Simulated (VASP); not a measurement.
# Li (I4/mmm) in VASP: a series of runs, part 2 of 2

VASP 6.6.1.

### 4 Single point, LDA (strain +0.0450 x Voigt [1, 0, 0, 0, 0, 0])

Contents of INCAR:

```
SYSTEM = Li
ALGO     = Normal         ! electronic algorithm
EDIFF    = 1E-6           ! SCF threshold, eV
ENCUT    = 520            ! plane-wave cutoff, eV
ISIF     = 2              ! what is computed and relaxed
ISMEAR   = 0              ! smearing method
LASPH    = .True.         ! aspherical terms in the spheres
LCHARG   = .False.        ! write CHGCAR
LREAL    = .False.        ! projectors in reciprocal space
LWAVE    = .False.        ! write WAVECAR
NBANDS   = 8              ! bands
NELM     = 100            ! most SCF steps
PREC     = Accurate       ! precision mode
SIGMA    = 0.15           ! smearing width, eV
```

Contents of KPOINTS:

```
k-points
0
Gamma
  20 20 20
  0 0 0
```

Contents of POSCAR:

```
Li
1.0
   -1.8287500000      1.7500000000      1.7500000000
    1.8287500000     -1.7500000000      1.7500000000
    1.8287500000      1.7500000000     -1.7500000000
Li
1
Direct
    0.0000000000      0.0000000000      0.0000000000
```

Potentials or basis: VASP PAW LDA potentials, release 64 (Li_sv).

Command:

```bash
> cat potpaw_LDA.64/Li_sv/POTCAR > POTCAR
> mpirun -np 1 vasp_std > vasp.out
```

OUTCAR:

```text
SYSTEM = Li
   EDIFF = 1E-6
   ENCUT = 520
   ISIF = 2
   ISMEAR = 0
   LASPH = .True.
   LREAL = .False.
   NELM = 100
   PREC = Accurate

 ion  position               nearest neighbor table
   1  0.000  0.000  0.000-

  LATTYP: Found a body centered tetragonal cell.
 ALAT       =     3.5000000000
 C/A-ratio  =     1.0450000000

  Lattice vectors:

 A1 = (  -1.8287500000,   1.7500000000,  -1.7500000000)
 A2 = (  -1.8287500000,  -1.7500000000,   1.7500000000)
 A3 = (   1.8287500000,   1.7500000000,   1.7500000000)

Analysis of symmetry for initial positions (statically):
=====================================================================
 Subroutine PRICEL returns:
 Original cell was already a primitive cell.

 Routine SETGRP: Setting up the symmetry group for a
 body centered tetragonal supercell.

 Subroutine GETGRP returns: Found 16 space group operations
 (whereof 16 operations were pure point group operations)
 out of a pool of 16 trial point group operations.

The static configuration has the point symmetry D_4h.

Analysis of symmetry for dynamics (positions and initial velocities):
=====================================================================
 Subroutine PRICEL returns:
 Original cell was already a primitive cell.

 Routine SETGRP: Setting up the symmetry group for a
 body centered tetragonal supercell.

 Subroutine GETGRP returns: Found 16 space group operations
 (whereof 16 operations were pure point group operations)
 out of a pool of 16 trial point group operations.

The dynamic configuration has the point symmetry D_4h.

 Subroutine INISYM returns: Found 16 space group operations
 (whereof 16 operations are pure point group operations),
 and found     1 'primitive' translations

----------------------------------------------------------------------------------------

                                     Primitive cell

  volume of cell :      22.4022

  direct lattice vectors                    reciprocal lattice vectors
    -1.828750000  1.750000000  1.750000000     0.000000000  0.285714286  0.285714286
     1.828750000 -1.750000000  1.750000000     0.273410800  0.000000000  0.285714286
     1.828750000  1.750000000 -1.750000000     0.273410800  0.285714286  0.000000000

  length of vectors
     3.077227090  3.077227090  3.077227090     0.404061018  0.395456848  0.395456848

  position of ions in fractional coordinates (direct lattice)
     0.000000000  0.000000000  0.000000000

  ion indices of the primitive-cell ions
   primitive index   ion index
                 1           1

----------------------------------------------------------------------------------------

 KPOINTS: k-points

Automatic generation of k-mesh.
 Grid dimensions read from file:
 generate k-points for:   20   20   20

 Generating k-lattice:

  Cartesian coordinates                     Fractional coordinates (reciprocal lattice)
     0.000000000  0.014285714  0.014285714     0.050000000  0.000000000  0.000000000
     0.013670540  0.000000000  0.014285714     0.000000000  0.050000000  0.000000000
     0.013670540  0.014285714  0.000000000     0.000000000  0.000000000  0.050000000

  Length of vectors
     0.020203051  0.019772842  0.019772842

  Shift w.r.t. Gamma in fractional coordinates (k-lattice)
     0.000000000  0.000000000  0.000000000

 Subroutine IBZKPT returns following result:
 ===========================================

 Found    641 irreducible k-points:

 Following reciprocal coordinates:
            Coordinates               Weight
  0.000000  0.000000  0.000000      1.000000
  0.050000  0.000000  0.000000      4.000000
  0.100000  0.000000  0.000000      4.000000
  0.150000  0.000000  0.000000      4.000000
  0.200000  0.000000  0.000000      4.000000
  0.250000  0.000000  0.000000      4.000000
[... 16 lines left out ...]
  0.050000  0.100000  0.000000     16.000000
  0.100000  0.100000  0.000000     16.000000
 [... further k-points ...]
   k-points           NKPTS =    641   k-points in BZ     NKDIM =    641   number of bands    NBANDS=      8
   number of dos      NEDOS =    301   number of ions     NIONS =      1
   total plane-waves  NPLWV =  13824
   dimension x,y,z NGX =    24 NGY =   24 NGZ =   24
   dimension x,y,z NGXF=    48 NGYF=   48 NGZF=   48
   ions per type =               1
   NGX,Y,Z   is equivalent  to a cutoff of  12.97, 12.97, 12.97 a.u.
   NGXF,Y,Z  is equivalent  to a cutoff of  25.93, 25.93, 25.93 a.u.
 SYSTEM =  Li
   PREC   = accura    normal or accurate (medium, high low for compatibility)
   ISTART =      0    job   : 0-new  1-cont  2-samecut
   ICHARG =      2    charge: 1-file 2-atom 10-const
   ISPIN  =      1    spin polarized calculation?
   LNONCOLLINEAR =      F non collinear calculations
   LSORBIT =      F    spin-orbit coupling
   LASPH  =      T    aspherical Exc in radial PAW
   ENCUT  =  520.0 eV  38.22 Ry    6.18 a.u.   5.72  5.72  5.72*2*pi/ulx,y,z
   NELM   =    100;   NELMIN=  2; NELMDL= -5     # of ELM steps
   EDIFF  = 0.1E-05   stopping-criterion for ELM
   LREAL  =      F    real-space projection
   EDIFFG = 0.1E-04   stopping-criterion for IOM
   NSW    =      0    number of steps for IOM
   IBRION =     -1    ionic relax: 0-MD 1-quasi-New 2-CG
   NFREE  =      0    steps in history (QN), initial steepest desc. (CG)
   ISIF   =      2    stress and relaxation
   ISYM   =      2    0-nonsym 1-usesym 2-fastsym
   POTIM  = 0.5000    time-step for ionic-motion
   TEBEG  =    0.0;   TEEND  =   0.0 temperature during run
   PSTRESS=    0.0 pullay stress
   NELECT =       3.0000    total number of electrons
   NUPDOWN=      -1.0000    fix difference up-down
   EMIN   =  10.00;   EMAX   =-10.00  energy-range for DOS
   EFERMI =   0.00;   METHOD = LEGACY
   ISMEAR =     0;   SIGMA  =   0.15  broadening in eV -4-tet -1-fermi 0-gaus
   EFERMI_NEDOS =   21; number of points for ismear=-14 and -15
   IALGO  =     38    algorithm
   IMIX   =      4    mixing-type and parameters
     AMIX     =   0.40;   BMIX     =  1.00
     AMIX_MAG =   1.60;   BMIX_MAG =  1.00
  volume/ion in A,a.u.               =      22.40       151.18
  Fermi-wavevector in a.u.,A,eV,Ry     =   0.837565  1.582768  9.544689  0.701515
  Thomas-Fermi vector in A             =   1.951476
   LORBIT       =      0    0 simple, 1 ext, 2 COOP (PROOUT), +10 PAW based schemes
   GGA     = CA    functional components
   LHFCALC =     F    Hartree Fock is set to
   AEXX    =    0.0000 exact exchange contribution
   IVDW    =     0    specifies the selected vdW correction
   LEPSILON=     F    determine dielectric tensor
   LRPA    =     F    only Hartree local field effects (RPA)
 non-spin polarized calculation
 Gauss-broadening in eV      SIGMA  =   0.15
  energy-cutoff  :      520.00
  volume of cell :       22.40
 maximum number of plane-waves:       619
   NGX = 11   NGY = 11   NGZ = 11

 number of electron       3.0000000 magnetization

 Free energy of the ion-electron system (eV)
  ---------------------------------------------------
  ext. energy  EPLUGINS =         0.00000000
  ---------------------------------------------------
  free energy    TOTEN  =        -2.02548137 eV

  energy without entropy =       -2.02010084  energy(sigma->0) =       -2.02279111

 E-fermi :   0.3473     XC(G=0):  -6.8966

 val. band max:        0.3366125866   @ k =   0.4500  -0.4500   0.0500
 cond. band min:       0.3530402626   @ k =   0.2000   0.3000  -0.0000
 fundamental gap:      0.0164276760
 Fermi energy:         0.3473467105

 k-point     1 :       0.0000    0.0000    0.0000
  band No.  band energies     occupation
      1     -45.4757      2.00000
      2      -3.0365      2.00000
      3      13.5558      0.00000
      4      13.7219      0.00000
      5      13.7219      0.00000
      6      18.1860      0.00000
      7      18.1860      0.00000
      8      19.0647      0.00000
[... 243 lines left out ...]
 k-point    24 :       0.1000    0.1000    0.0000
  band No.  band energies     occupation
      1     -45.4717      2.00000
      2      -2.4891      2.00000
      3      11.0701      0.00000
      4      11.6768      0.00000
      5      12.4393      0.00000
      6      15.9420      0.00000
      7      16.3522      0.00000
      8      18.4074      0.00000

 [... further k-points ...]

------------------------ aborting loop because EDIFF is reached ----------------------------------------

  FORCE on cell =-STRESS in cart. coord.  units (eV):
  Direction    XX          YY          ZZ          XY          YZ          ZX
  --------------------------------------------------------------------------------------
  -------------------------------------------------------------------------------------
  Total       -0.2722525     -0.2750567     -0.2750567      0.0000000      0.0000000      0.0000000
  in kB      -19.4711689    -19.6717213    -19.6717213      0.0000000      0.0000000      0.0000000
  external PRESSURE =     -19.6048705 kB  Pullay stress =       0.0000000 kB

 VOLUME and BASIS-vectors are now :
 -----------------------------------------------------------------------------
  energy-cutoff  :      520.00
  volume of cell :       22.40
      direct lattice vectors                 reciprocal lattice vectors
    -1.828750000  1.750000000  1.750000000     0.000000000  0.285714286  0.285714286
     1.828750000 -1.750000000  1.750000000     0.273410800  0.000000000  0.285714286
     1.828750000  1.750000000 -1.750000000     0.273410800  0.285714286  0.000000000

 POSITION                                       TOTAL-FORCE (eV/Angst)
 -----------------------------------------------------------------------------------
      0.00000      0.00000      0.00000         0.000000      0.000000      0.000000
 -----------------------------------------------------------------------------------
    total drift:                               -0.000000      0.000000     -0.000000

  FREE ENERGIE OF THE ION-ELECTRON SYSTEM (eV)
  ---------------------------------------------------
  free  energy   TOTEN  =        -2.0254813728 eV

  energy  without entropy=       -2.0201008447  energy(sigma->0) =       -2.02279111
```

Wall time 64 s (1 thread of Intel Xeon Platinum 8259CL at 2.50GHz (Skylake/Cascade Lake), shared host); peak memory 0.19 GiB.

Results:

```yaml
Free_energy: -2.0255 eV
Band_gap_on_the_k_mesh: zero (an odd number of electrons rules out a gap without spin polarisation)
```

Levels at points of the mesh, in eV from the Fermi level:
```
           k point  band 1  band 2  band 3  band 4  band 5  band 6
(0.00, 0.00, 0.00)  -45.82   -3.38   13.21   13.37   13.37   17.84
(0.50, 0.00, 0.00)  -45.81    0.37    3.14    9.15   10.44   12.32
(0.00, 0.50, 0.00)  -45.81    0.18    2.88    9.68   11.19   13.11
(0.50, 0.50, 0.50)  -45.80    4.50    5.38    5.38    7.08    7.69
```

Caveat: the cell differs from its parent crystal (strain +0.0450 x Voigt [1, 0, 0, 0, 0, 0]); the cutoff is under 1.25 times the usual one of these potentials, so pressure, stress and relaxed cells hold a basis-set (Pulay) error.

### 5 Overview

| cell | gap on the mesh (eV) |
| --- | --- |
| a = 2.986 Å, angles 111.9, 108.3, 108.3°, 1 atom | none |
| a = 3.046 Å, angles 108.7, 109.9, 109.9°, 1 atom | none |
| a = 3.077 Å, angles 107.1, 110.7, 110.7°, 1 atom | none |

Alike in all rows: task single point; level LDA; potentials or basis VASP PAW LDA potentials, release 64 (Li_sv); no spin polarisation; k mesh 20 × 20 × 20; cutoff (eV) 520; smearing gaussian 0.15 eV.

Caveats: the cutoff is under 1.25 times the usual one of these potentials, so pressure, stress and relaxed cells hold a basis-set (Pulay) error.

Total energies depend on the potentials used, so only differences within one code and one set of settings carry meaning.

The gap in the log of VASP goes by the Fermi energy; the results here count the filled bands.